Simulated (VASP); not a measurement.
# Cu (Cmcm) in VASP: a series of runs

Aim: see how the results for Cu move with the level of theory and the settings. Levels: LDA, PBEsol, BLYP. Tasks: single point.

All numbers are computed with VASP 6.6.1; they aren't measurements. Logs are shortened: lines on timing, memory, paths and dates and some standing lists are left out, and cuts for length are marked.

## Step 1: The cell of the first run

It takes space group Cmcm (No. 63, orthorhombic). Conventional cell: a = 2.437 Å, b = 7.953 Å, c = 2.475 Å, α = 90.00°, β = 90.00°, γ = 90.00°. Cu (site symmetry m2m) has 10 Cu at 2.44 to 2.54 Å within 3.2 Å.

## Step 2: Single point, LDA

Input file INCAR:

```
SYSTEM = Cu
PREC = Accurate
ENCUT = 520
EDIFF = 1E-6
ISMEAR = 0
SIGMA = 0.1
LREAL = .FALSE.
LASPH = .TRUE.
NELM = 80
ALGO = Normal
ISIF = 2
LWAVE = .FALSE.
LCHARG = .FALSE.
GGA = CA
NBANDS = 18
```

Input file KPOINTS:

```
Automatic mesh
0
G
  14 14 13
  0 0 0
```

Input file POSCAR:

```
Cu
1.0
    1.2184600000     -3.9763800000      0.0000000000
    1.2184600000      3.9763800000      0.0000000000
    0.0000000000      0.0000000000      2.4755000000
Cu
2
Direct
    0.1338700000      0.8661300000      0.2500000000
    0.8661300000      0.1338700000      0.7500000000
```

Potentials or basis: VASP PAW LDA potentials, release 64 (Cu).

Run with:

```bash
$ cat potpaw_LDA.64/Cu/POTCAR > POTCAR
$ mpirun -np 1 vasp_std > vasp.out
```

OUTCAR:

```text
SYSTEM = Cu
   PREC = Accurate
   ENCUT = 520
   EDIFF = 1E-6
   ISMEAR = 0
   LREAL = .FALSE.
   LASPH = .TRUE.
   NELM = 80
   ISIF = 2
   GGA = CA

 ion  position               nearest neighbor table
   1  0.134  0.866  0.250-   2 2.46   2 2.46   2 2.54   2 2.54   2 2.54   2 2.54
   2  0.866  0.134  0.750-   1 2.46   1 2.46   1 2.54   1 2.54   1 2.54   1 2.54

  LATTYP: Found a base centered orthorhombic cell.
 ALAT       =     2.4369200000
 B/A-ratio  =     3.2634473023
 C/A-ratio  =     1.0158314594

  Lattice vectors:

 A1 = (   1.2184600000,  -3.9763800000,   0.0000000000)
 A2 = (   1.2184600000,   3.9763800000,   0.0000000000)
 A3 = (   0.0000000000,   0.0000000000,   2.4755000000)

Analysis of symmetry for initial positions (statically):
=====================================================================
 Subroutine PRICEL returns:
 Original cell was already a primitive cell.

 Routine SETGRP: Setting up the symmetry group for a
 base centered orthorhombic supercell.

 Subroutine GETGRP returns: Found  8 space group operations
 (whereof  4 operations were pure point group operations)
 out of a pool of  8 trial point group operations.

The static configuration has the point symmetry C_2h.
 The point group associated with its full space group is D_2h.

Analysis of symmetry for dynamics (positions and initial velocities):
=====================================================================
 Subroutine PRICEL returns:
 Original cell was already a primitive cell.

 Routine SETGRP: Setting up the symmetry group for a
 base centered orthorhombic supercell.

 Subroutine GETGRP returns: Found  8 space group operations
 (whereof  4 operations were pure point group operations)
 out of a pool of  8 trial point group operations.

The dynamic configuration has the point symmetry C_2h.
 The point group associated with its full space group is D_2h.

 Subroutine INISYM returns: Found  8 space group operations
 (whereof  4 operations are pure point group operations),
 and found     1 'primitive' translations

----------------------------------------------------------------------------------------

                                     Primitive cell

  volume of cell :      23.9879

  direct lattice vectors                    reciprocal lattice vectors
     1.218460000 -3.976380000  0.000000000     0.410354053 -0.125742510  0.000000000
[... 76 lines left out ...]
 SYSTEM =  Cu
   PREC   = accura    normal or accurate (medium, high low for compatibility)
   ISTART =      0    job   : 0-new  1-cont  2-samecut
   ICHARG =      2    charge: 1-file 2-atom 10-const
   ISPIN  =      1    spin polarized calculation?
   LNONCOLLINEAR =      F non collinear calculations
   LSORBIT =      F    spin-orbit coupling
   LASPH  =      T    aspherical Exc in radial PAW
   ENCUT  =  520.0 eV  38.22 Ry    6.18 a.u.   7.73  7.73  4.60*2*pi/ulx,y,z
   NELM   =     80;   NELMIN=  2; NELMDL= -5     # of ELM steps
   EDIFF  = 0.1E-05   stopping-criterion for ELM
   LREAL  =      F    real-space projection
   EDIFFG = 0.1E-04   stopping-criterion for IOM
   NSW    =      0    number of steps for IOM
   IBRION =     -1    ionic relax: 0-MD 1-quasi-New 2-CG
   NFREE  =      0    steps in history (QN), initial steepest desc. (CG)
   ISIF   =      2    stress and relaxation
   ISYM   =      2    0-nonsym 1-usesym 2-fastsym
   POTIM  = 0.5000    time-step for ionic-motion
   TEBEG  =    0.0;   TEEND  =   0.0 temperature during run
   PSTRESS=    0.0 pullay stress
   NELECT =      22.0000    total number of electrons
   NUPDOWN=      -1.0000    fix difference up-down
   EMIN   =  10.00;   EMAX   =-10.00  energy-range for DOS
   EFERMI =   0.00;   METHOD = LEGACY
   ISMEAR =     0;   SIGMA  =   0.10  broadening in eV -4-tet -1-fermi 0-gaus
   EFERMI_NEDOS =   21; number of points for ismear=-14 and -15
   IALGO  =     38    algorithm
   IMIX   =      4    mixing-type and parameters
     AMIX     =   0.40;   BMIX     =  1.00
     AMIX_MAG =   1.60;   BMIX_MAG =  1.00
  volume/ion in A,a.u.               =      11.99        80.94
  Fermi-wavevector in a.u.,A,eV,Ry     =   1.590566  3.005734 34.421382  2.529900
  Thomas-Fermi vector in A             =   2.689241
   LORBIT       =      0    0 simple, 1 ext, 2 COOP (PROOUT), +10 PAW based schemes
   GGA     = CA    functional components
   LHFCALC =     F    Hartree Fock is set to
   AEXX    =    0.0000 exact exchange contribution
   IVDW    =     0    specifies the selected vdW correction
   LEPSILON=     F    determine dielectric tensor
   LRPA    =     F    only Hartree local field effects (RPA)
 non-spin polarized calculation
 Gauss-broadening in eV      SIGMA  =   0.10
  energy-cutoff  :      520.00
  volume of cell :       23.99
 maximum number of plane-waves:       672
   NGX = 15   NGY = 15   NGZ =  9

 number of electron      21.9999988 magnetization

 Free energy of the ion-electron system (eV)
  ---------------------------------------------------
  ext. energy  EPLUGINS =         0.00000000
  ---------------------------------------------------
  free energy    TOTEN  =        -9.07676537 eV

  energy without entropy =       -9.07405186  energy(sigma->0) =       -9.07540862

 E-fermi :   7.1210     XC(G=0): -12.9737

 val. band max:        7.1158136588   @ k =   0.5000   0.2143   0.1538
 cond. band min:       7.1279314012   @ k =   0.3571   0.2143   0.1538
 fundamental gap:      0.0121177425
 Fermi energy:         7.1209572994

 k-point     1 :       0.0000    0.0000    0.0000
  band No.  band energies     occupation
      1      -2.0920      2.00000
      2       2.1531      2.00000
      3       2.8899      2.00000
      4       3.3679      2.00000
      5       4.0850      2.00000
      6       4.3528      2.00000
[... 481 lines left out ...]
      5       4.1314      2.00000
      6       4.2576      2.00000
[... 10 lines left out ...]
     17      27.6321      0.00000
     18      29.0886      0.00000

 [... further k-points ...]
[... 5 lines left out ...]
  --------------------------------------------------------------------------------------
  -------------------------------------------------------------------------------------
  Total       -0.9253526     -1.0535722     -0.9408468      0.0000000     -0.0000000      0.0000000
  in kB      -61.8053031    -70.3692290    -62.8401775      0.0000000     -0.0000000      0.0000000
  external PRESSURE =     -65.0049032 kB  Pullay stress =       0.0000000 kB

 VOLUME and BASIS-vectors are now :
 -----------------------------------------------------------------------------
  energy-cutoff  :      520.00
  volume of cell :       23.99
      direct lattice vectors                 reciprocal lattice vectors
     1.218460000 -3.976380000  0.000000000     0.410354053 -0.125742510  0.000000000
     1.218460000  3.976380000  0.000000000     0.410354053  0.125742510  0.000000000
     0.000000000  0.000000000  2.475500000     0.000000000  0.000000000  0.403958796

 POSITION                                       TOTAL-FORCE (eV/Angst)
 -----------------------------------------------------------------------------------
      1.21846      2.91174      0.61887         0.000000     -0.042100      0.000000
      1.21846     -2.91174      1.85662         0.000000      0.042100     -0.000000
 -----------------------------------------------------------------------------------
    total drift:                               -0.000000      0.000000     -0.000000

  FREE ENERGIE OF THE ION-ELECTRON SYSTEM (eV)
  ---------------------------------------------------
  free  energy   TOTEN  =        -9.0767653694 eV

  energy  without entropy=       -9.0740518632  energy(sigma->0) =       -9.07540862
```

stdout:

```text
POSCAR found type information on POSCAR Cu
 POSCAR found :  1 types and       2 ions
 scaLAPACK will be used
 LDA part: xc-table for (Slater(with rela. corr.)+CA(PZ))
 , standard interpolation
 POSCAR, INCAR and KPOINTS ok, starting setup
 FFT: planning ... GRIDC
 FFT: planning ... GRID_SOFT
 FFT: planning ... GRID
 WAVECAR not read
 entering main loop
```

It took 88 s on 1 thread of Intel Xeon Platinum 8488C (Sapphire Rapids), shared host; peak memory 0.24 GiB.

What came out:

```
Free energy            : -9.0768 eV
Pressure               : -6.5 GPa
Largest force          : 0.042 eV/Å
Band gap on the k mesh : zero (band 11 reaches 10.79 eV, above the bottom of band 12 at 5.47 eV)
```

Forces on the atoms (eV/Å):
```
Cu   0.000 -0.042  0.000
Cu   0.000  0.042  0.000
```

Stress tensor (GPa, compression positive):
```
-6.18  0.00  0.00
 0.00 -7.04  0.00
 0.00  0.00 -6.28
```

## Step 3: Single point, PBEsol

Input file INCAR:

```
SYSTEM = Cu
ALGO = Normal ; EDIFF = 1E-7
ENCUT = 520 ; GGA = PS
ISIF = 2 ; ISMEAR = 0
LASPH = .True. ; LCHARG = .False.
LREAL = .False. ; LWAVE = .False.
NBANDS = 18 ; NELM = 100
PREC = Accurate ; SIGMA = 0.1
```

Input file KPOINTS:

```
k-points
0
Gamma
  14 14 13
  0 0 0
```

POSCAR is that of step 2.

Potentials or basis: VASP PAW PBE potentials, release 64 (Cu).

Run with:

```bash
$ cat potpaw_PBE.64/Cu/POTCAR > POTCAR
$ mpirun -np 1 vasp_std > vasp.out
```

Wall time 1.7 min (1 thread of Intel Xeon Platinum 8488C (Sapphire Rapids), shared host); peak memory 0.26 GiB.

Results (log left out):

| Item | Value |
| --- | --- |
| Free energy | -8.3050 eV |
| Pressure | -0.8 GPa |
| Largest force | 0.005 eV/Å |
| Band gap on the k mesh | zero (band 11 reaches 10.84 eV, above the bottom of band 12 at 5.58 eV) |

Forces on the atoms (eV/Å):
```
Cu   0.000 -0.005  0.000
Cu   0.000  0.005  0.000
```

Stress tensor (GPa, compression positive):
```
-0.88  0.00  0.00
 0.00 -1.17  0.00
 0.00  0.00 -0.46
```

Levels at points of the mesh, in eV from the Fermi level:
| k point | band 9 | band 10 | band 11 | band 12 | band 13 | band 14 |
| --- | --- | --- | --- | --- | --- | --- |
| (0.00, 0.00, 0.00) | -1.79 | -1.65 | -1.41 | -0.06 | 4.81 | 14.74 |
| (0.50, 0.00, 0.00) | -2.08 | -1.62 | -0.45 | 1.30 | 2.53 | 6.89 |
| (0.50, 0.50, 0.00) | -2.25 | -1.88 | -1.56 | -1.49 | 13.62 | 15.29 |

Caveat: the PAW data sets were made with another functional, which shifts forces and pressure a little.

## Step 4: Single point, BLYP

Input file INCAR:

```
SYSTEM = Cu
PREC = Accurate
ENCUT = 520
EDIFF = 1E-6
ISMEAR = 0
SIGMA = 0.1
LREAL = .FALSE.
LASPH = .TRUE.
NELM = 80
ALGO = Normal
ISIF = 2
LWAVE = .FALSE.
LCHARG = .TRUE.
GGA = B5
ALDAX = 1.0
AGGAX = 1.0
AGGAC = 1.0
ALDAC = 0.0
LELF = .TRUE.
LVHAR = .TRUE.
NBANDS = 18
```

Input file KPOINTS:

```
regular mesh
0
G
  14 14 13
  0 0 0
```

POSCAR is that of step 3.

Run with:

```bash
$ cat potpaw_PBE.64/Cu/POTCAR > POTCAR
$ mpirun -np 1 vasp_std > vasp.out
```

Run time: 88 s. Hardware: 1 thread of Intel Xeon Platinum 8488C (Sapphire Rapids), shared host; peak memory 0.26 GiB.

The run converged. Its results:

* Free energy: -5.6626 eV
* Pressure: 15.2 GPa
* Largest force: 0.104 eV/Å
* Band gap on the k mesh: zero (band 11 reaches 11.60 eV, above the bottom of band 12 at 6.15 eV)

Forces on the atoms (eV/Å):
```
Cu   0.000  0.104  0.000
Cu   0.000 -0.104  0.000
```

Stress tensor (GPa, compression positive):
```
15.07  0.00  0.00
 0.00 14.72  0.00
 0.00  0.00 15.71
```

Levels at points of the mesh, in eV from the Fermi level:
| k point | band 8 | band 9 | band 10 | band 11 | band 12 | band 13 | band 14 | band 15 |
| --- | --- | --- | --- | --- | --- | --- | --- | --- |
| (0.00, 0.00, 0.00) | -2.12 | -1.94 | -1.80 | -1.53 | 0.10 | 4.77 | 14.73 | 18.37 |
| (0.50, 0.00, 0.00) | -2.58 | -2.22 | -1.74 | -0.45 | 1.26 | 2.58 | 6.92 | 12.93 |
| (0.50, 0.50, 0.00) | -2.39 | -2.37 | -2.03 | -1.70 | -1.63 | 13.67 | 15.43 | 15.54 |

Caveat: the PAW data sets were made with another functional, which shifts forces and pressure a little.

## Step 5: The runs side by side

```tsv
level	potentials or basis	gap on the mesh (eV)	pressure (GPa)	largest force (eV/Å)
LDA	VASP PAW LDA potentials, release 64 (Cu)	none	-6.5	0.04
PBEsol	VASP PAW PBE potentials, release 64 (Cu)	none	-0.8	-
BLYP	VASP PAW PBE potentials, release 64 (Cu)	none	15.2	0.10
```

Alike in all rows: task single point; no spin polarisation; cell as given; k mesh 14 × 14 × 13; cutoff (eV) 520; smearing gaussian 0.1 eV.

Caveats: the PAW data sets were made with another functional, which shifts forces and pressure a little (some runs).

Absolute energies hang on the potentials; compare differences alone.
